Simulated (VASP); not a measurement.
# Si3N4 (P6_3/m) in VASP: electric field gradients with r2SCAN

Aim: the electric field gradients of Si3N4 with r2SCAN.

All numbers are computed with VASP 6.6.1; they aren't measurements. Logs are shortened: lines on timing, memory, paths and dates and some standing lists are left out, and cuts for length are marked.

## 1. The cell of the first run

It takes space group P6_3/m (No. 176, hexagonal). Conventional cell: a = 7.617 Å, b = 7.617 Å, c = 2.913 Å, α = 90.00°, β = 90.00°, γ = 120.00°. Within 2.3 Å of Si (site symmetry m) lie 4 N at 1.73 to 1.74 Å. N (site symmetry -6) has 3 Si at 1.73 Å within 2.3 Å. Within 2.3 Å of N (site symmetry m) lie 3 Si at 1.74 Å.

## 2. Electric field gradients, r2SCAN

Input file POSCAR:

```
Si3N4
1.0
    7.6170000000      0.0000000000      0.0000000000
   -3.8085000000      6.5965155006      0.0000000000
    0.0000000000      0.0000000000      2.9134000000
Si N
6 8
Direct
    0.1740483634      0.7679428864      0.2500000000
    0.4061054770      0.1740483634      0.7500000000
    0.2320571136      0.4061054770      0.2500000000
    0.8259516366      0.2320571136      0.7500000000
    0.5938945230      0.8259516366      0.2500000000
    0.7679428864      0.5938945230      0.7500000000
    0.3333333333      0.6666666667      0.2500000000
    0.6666666667      0.3333333333      0.7500000000
    0.3297879503      0.0300001252      0.2500000000
    0.2997878252      0.3297879503      0.7500000000
    0.9699998748      0.2997878252      0.2500000000
    0.6702120497      0.9699998748      0.7500000000
    0.7002121748      0.6702120497      0.2500000000
    0.0300001252      0.7002121748      0.7500000000
```

Input file INCAR.step1:

```
  PREC = Accurate
  ENCUT = 520
  ISMEAR = -1
  SIGMA = 0.02
  LREAL = False
  LASPH = True
  NELM = 60
  NBANDS = 45
  GGA = PE
  ALGO = Normal
  EDIFF = 1E-4
  LWAVE = True
  LCHARG = False
```

Input file INCAR.step2:

```
  PREC = Accurate
  ENCUT = 520
  EDIFF = 1E-8
  ISMEAR = -1
  SIGMA = 0.02
  LREAL = False
  LASPH = True
  NELM = 60
  ALGO = Normal
  ISIF = 2
  LWAVE = False
  LCHARG = False
  METAGGA = R2SCAN
  LMIXTAU = True
  LEFG = True
  NBANDS = 45
  ISTART = 1
```

Input file KPOINTS:

```
Automatic mesh
0
Gamma
  4 4 9
```

Potentials or basis: VASP PAW PBE potentials, release 64 (Si, N).

Run with:

```console
cat potpaw_PBE.64/Si/POTCAR potpaw_PBE.64/N/POTCAR > POTCAR
cp INCAR.step1 INCAR
mpirun -np 1 vasp_std > vasp.out
cp INCAR.step2 INCAR
mpirun -np 1 vasp_std > vasp.out
```

OUTCAR:

```text
PREC = Accurate
   ENCUT = 520
   EDIFF = 1E-8
   ISMEAR = -1
   LREAL = False
   LASPH = True
   NELM = 60
   ISIF = 2
   METAGGA = R2SCAN
   ISTART = 1

 ion  position               nearest neighbor table
   1  0.174  0.768  0.250-   7 1.73   9 1.74  14 1.74  14 1.74   3 3.00   5 3.00   2 3.06   2 3.06
                             6 3.06   6 3.06
   2  0.406  0.174  0.750-   8 1.73  10 1.74   9 1.74   9 1.74   6 3.00   4 3.00   1 3.06   1 3.06
                             3 3.06   3 3.06
   3  0.232  0.406  0.250-   7 1.73  11 1.74  10 1.74  10 1.74   5 3.00   1 3.00   2 3.06   2 3.06
                             4 3.06   4 3.06
   4  0.826  0.232  0.750-   8 1.73  12 1.74  11 1.74  11 1.74   6 3.00   2 3.00   5 3.06   5 3.06
                             3 3.06   3 3.06
   5  0.594  0.826  0.250-   7 1.73  13 1.74  12 1.74  12 1.74   3 3.00   1 3.00   4 3.06   4 3.06
                             6 3.06   6 3.06
   6  0.768  0.594  0.750-   8 1.73  14 1.74  13 1.74  13 1.74   2 3.00   4 3.00   5 3.06   5 3.06
                             1 3.06   1 3.06
   7  0.333  0.667  0.250-   1 1.73   5 1.73   3 1.73
   8  0.667  0.333  0.750-   4 1.73   2 1.73   6 1.73
   9  0.330  0.030  0.250-   1 1.74   2 1.74   2 1.74
  10  0.300  0.330  0.750-   2 1.74   3 1.74   3 1.74
  11  0.970  0.300  0.250-   3 1.74   4 1.74   4 1.74
  12  0.670  0.970  0.750-   4 1.74   5 1.74   5 1.74
  13  0.700  0.670  0.250-   5 1.74   6 1.74   6 1.74
  14  0.030  0.700  0.750-   6 1.74   1 1.74   1 1.74

  LATTYP: Found a hexagonal cell.
 ALAT       =     7.6170000000
 C/A-ratio  =     0.3824865433

  Lattice vectors:

 A1 = (   7.6170000000,   0.0000000000,   0.0000000000)
 A2 = (  -3.8085000000,   6.5965155006,   0.0000000000)
 A3 = (   0.0000000000,   0.0000000000,   2.9134000000)

Analysis of symmetry for initial positions (statically):
=====================================================================
 Subroutine PRICEL returns:
 Original cell was already a primitive cell.

 Routine SETGRP: Setting up the symmetry group for a
 hexagonal supercell.

 Subroutine GETGRP returns: Found 12 space group operations
 (whereof  6 operations were pure point group operations)
 out of a pool of 24 trial point group operations.

The static configuration has the point symmetry S_6 .
 The point group associated with its full space group is C_6h.

Analysis of symmetry for dynamics (positions and initial velocities):
=====================================================================
 Subroutine PRICEL returns:
 Original cell was already a primitive cell.

 Routine SETGRP: Setting up the symmetry group for a
 hexagonal supercell.

 Subroutine GETGRP returns: Found 12 space group operations
 (whereof  6 operations were pure point group operations)
 out of a pool of 24 trial point group operations.

The dynamic configuration has the point symmetry S_6 .
 The point group associated with its full space group is C_6h.

 Subroutine INISYM returns: Found 12 space group operations
 (whereof  6 operations are pure point group operations),
 and found     1 'primitive' translations

----------------------------------------------------------------------------------------

                                     Primitive cell

  volume of cell :     146.3857

  direct lattice vectors                    reciprocal lattice vectors
     7.617000000  0.000000000  0.000000000     0.131285283  0.075797593  0.000000000
    -3.808500000  6.596515501  0.000000000     0.000000000  0.151595187  0.000000000
     0.000000000  0.000000000  2.913400000     0.000000000  0.000000000  0.343241573

  length of vectors
     7.617000000  7.617000000  2.913400000     0.151595187  0.151595187  0.343241573

  position of ions in fractional coordinates (direct lattice)
     0.174048363  0.767942886  0.250000000
     0.406105477  0.174048363  0.750000000
     0.232057114  0.406105477  0.250000000
     0.825951637  0.232057114  0.750000000
     0.593894523  0.825951637  0.250000000
     0.767942886  0.593894523  0.750000000
[... 128 lines left out ...]
   NGX = 29   NGY = 29   NGZ = 11

 number of electron      63.9999993 magnetization

 Free energy of the ion-electron system (eV)
  ---------------------------------------------------
  ext. energy  EPLUGINS =         0.00000000
  ---------------------------------------------------
  free energy    TOTEN  =      -144.15921144 eV

  energy without entropy =     -144.15921144  energy(sigma->0) =     -144.15921144

 E-fermi :   6.8606     XC(G=0): -11.3474

 val. band max:        6.4413857566   @ k =   0.0000   0.0000   0.1111
 cond. band min:      11.4123797406   @ k =   0.0000   0.0000   0.0000
 fundamental gap:      4.9709939839
 Fermi energy:         6.8606234853

 k-point     1 :       0.0000    0.0000    0.0000
  band No.  band energies     occupation
      1     -12.5957      2.00000
      2     -11.1287      2.00000
      3     -11.1287      2.00000
      4     -10.4716      2.00000
      5     -10.3460      2.00000
      6     -10.3460      2.00000
[... 929 lines left out ...]
     43      14.8228      0.00000
     44      14.9600      0.00000
 [bands above 44 left out]

------------------------ aborting loop because EDIFF is reached ----------------------------------------

  FORCE on cell =-STRESS in cart. coord.  units (eV):
  Direction    XX          YY          ZZ          XY          YZ          ZX
  --------------------------------------------------------------------------------------
  -------------------------------------------------------------------------------------
  Total       -1.4237793     -1.4237793     -2.0892516     -0.0000011      0.0000000      0.0000000
  in kB      -15.5831268    -15.5831268    -22.8666566     -0.0000122      0.0000000      0.0000000
  external PRESSURE =     -18.0109700 kB  Pullay stress =       0.0000000 kB

 VOLUME and BASIS-vectors are now :
 -----------------------------------------------------------------------------
  energy-cutoff  :      520.00
  volume of cell :      146.39
      direct lattice vectors                 reciprocal lattice vectors
     7.617000000  0.000000000  0.000000000     0.131285283  0.075797593  0.000000000
    -3.808500000  6.596515501  0.000000000     0.000000000  0.151595187  0.000000000
     0.000000000  0.000000000  2.913400000     0.000000000  0.000000000  0.343241573

 POSITION                                       TOTAL-FORCE (eV/Angst)
 -----------------------------------------------------------------------------------
     -1.59898      5.06575      0.72835         0.017801      0.049272      0.000000
      2.43044      1.14811      2.18505        -0.033771      0.040052      0.000000
      0.22093      2.67888      0.72835        -0.051571     -0.009220     -0.000000
      5.40748      1.53077      2.18505        -0.017801     -0.049272     -0.000000
      1.37806      5.44840      0.72835         0.033771     -0.040052      0.000000
      3.58757      3.91763      2.18505         0.051571      0.009220     -0.000000
     -0.00000      4.39768      0.72835        -0.000000     -0.000000      0.000000
      3.80850      2.19884      2.18505        -0.000000      0.000000     -0.000000
      2.39774      0.19790      0.72835         0.008171      0.035777      0.000000
      1.02749      2.17545      2.18505        -0.026899      0.024965      0.000000
      6.24675      1.97756      0.72835        -0.035069     -0.010813     -0.000000
      1.41076      6.39862      2.18505        -0.008171     -0.035777     -0.000000
      2.78101      4.42106      0.72835         0.026899     -0.024965     -0.000000
     -2.43825      4.61896      2.18505         0.035069      0.010813      0.000000
 -----------------------------------------------------------------------------------
    total drift:                               -0.000000      0.000000      0.000000

  FREE ENERGIE OF THE ION-ELECTRON SYSTEM (eV)
  ---------------------------------------------------
  free  energy   TOTEN  =      -144.1592114392 eV

  energy  without entropy=     -144.1592114392  energy(sigma->0) =     -144.15921144

 Electric field gradients (V/A^2)
---------------------------------------------------------------------
 ion       V_xx      V_yy      V_zz      V_xy      V_xz      V_yz
---------------------------------------------------------------------
   1      -3.463     7.457    -3.993     5.361     0.000    -0.000
   2       0.084     3.910    -3.994    -7.409     0.000    -0.000
   3       9.370    -5.376    -3.994     2.048    -0.000    -0.000
   4      -3.463     7.457    -3.993     5.361     0.000     0.000
   5       0.084     3.910    -3.994    -7.409    -0.000     0.000
   6       9.370    -5.376    -3.994     2.048     0.000     0.000
   7      23.486    23.487   -46.973     0.000    -0.000     0.000
   8      23.486    23.487   -46.973     0.000    -0.000     0.000
   9     -46.696    20.737    25.959     2.514     0.000     0.000
  10       1.701   -27.659    25.958   -30.457     0.000     0.000
  11       6.057   -32.015    25.958    27.942     0.000     0.000
  12     -46.696    20.737    25.959     2.514    -0.000    -0.000
  13       1.701   -27.659    25.958   -30.457    -0.000    -0.000
  14       6.057   -32.015    25.958    27.942    -0.000     0.000
---------------------------------------------------------------------

 Electric field gradients after diagonalization (V/A^2)
 (convention: |V_zz| > |V_xx| > |V_yy|)
----------------------------------------------------------------------
 ion       V_xx      V_yy      V_zz     asymmetry (V_yy - V_xx)/ V_zz
----------------------------------------------------------------------
   1      -5.655    -3.993     9.649       0.172
   2      -5.655    -3.994     9.649       0.172
   3      -5.655    -3.994     9.649       0.172
   4      -5.655    -3.993     9.649       0.172
   5      -5.655    -3.994     9.649       0.172
   6      -5.655    -3.994     9.649       0.172
   7      23.487    23.486   -46.973       0.000
   8      23.487    23.486   -46.973       0.000
   9      25.959    20.830   -46.789       0.110
  10      25.958    20.831   -46.789       0.110
  11      25.958    20.831   -46.789       0.110
  12      25.959    20.830   -46.789       0.110
  13      25.958    20.831   -46.789       0.110
  14      25.958    20.831   -46.789       0.110
----------------------------------------------------------------------

           NMR quadrupolar parameters

 Cq : quadrupolar parameter    Cq=e*Q*V_zz/h
 eta: asymmetry parameters     (V_yy - V_xx)/ V_zz
 Q  : nuclear electric quadrupole moment in mb (millibarn)
----------------------------------------------------------------------
 ion       Cq(MHz)       eta       Q (mb)
----------------------------------------------------------------------
   1       0.023       0.172       1.000
   2       0.023       0.172       1.000
   3       0.023       0.172       1.000
   4       0.023       0.172       1.000
   5       0.023       0.172       1.000
   6       0.023       0.172       1.000
   7      -0.114       0.000       1.000
   8      -0.114       0.000       1.000
   9      -0.113       0.110       1.000
  10      -0.113       0.110       1.000
  11      -0.113       0.110       1.000
  12      -0.113       0.110       1.000
  13      -0.113       0.110       1.000
  14      -0.113       0.110       1.000
----------------------------------------------------------------------
```

Run time: 5.3 min. Hardware: 1 thread of Intel Xeon Platinum 8488C (Sapphire Rapids), shared host; peak memory 0.35 GiB.

What came out:

| Quantity | Value |
| --- | --- |
| Free energy | -144.1592 eV |
| Pressure | -1.8 GPa |
| Largest force | 0.052 eV/Å |
| Band gap on the k mesh | 4.97 eV, indirect (least direct gap 5.16 eV) |

Forces on the atoms (eV/Å):
```
Si   0.018  0.049  0.000
Si  -0.034  0.040  0.000
Si  -0.052 -0.009  0.000
Si  -0.018 -0.049  0.000
Si   0.034 -0.040  0.000
Si   0.052  0.009  0.000
N    0.000  0.000  0.000
N    0.000  0.000  0.000
N    0.008  0.036  0.000
N   -0.027  0.025  0.000
N   -0.035 -0.011  0.000
N   -0.008 -0.036  0.000
N    0.027 -0.025  0.000
N    0.035  0.011  0.000
```

Electric field gradients, principal values (V/Å²):
```csv
atom,least,middle,greatest (by size)
1 Si,-3.993,-5.655,9.649
2 Si,-3.994,-5.655,9.649
3 Si,-3.994,-5.655,9.649
4 Si,-3.993,-5.655,9.649
5 Si,-3.994,-5.655,9.649
6 Si,-3.994,-5.655,9.649
7 N,23.486,23.487,-46.973
8 N,23.486,23.487,-46.973
9 N,20.830,25.959,-46.789
10 N,20.831,25.958,-46.789
11 N,20.831,25.958,-46.789
12 N,20.830,25.959,-46.789
13 N,20.831,25.958,-46.789
14 N,20.831,25.958,-46.789
```

Caveat: without QUAD_EFG the Cq values of the log hold for a quadrupole moment of 1 mb, not for the nuclei; the PAW data sets were made with another functional, which shifts forces and pressure a little. r2SCAN opens gaps a little over a GGA but as a rule still falls short of measured ones.
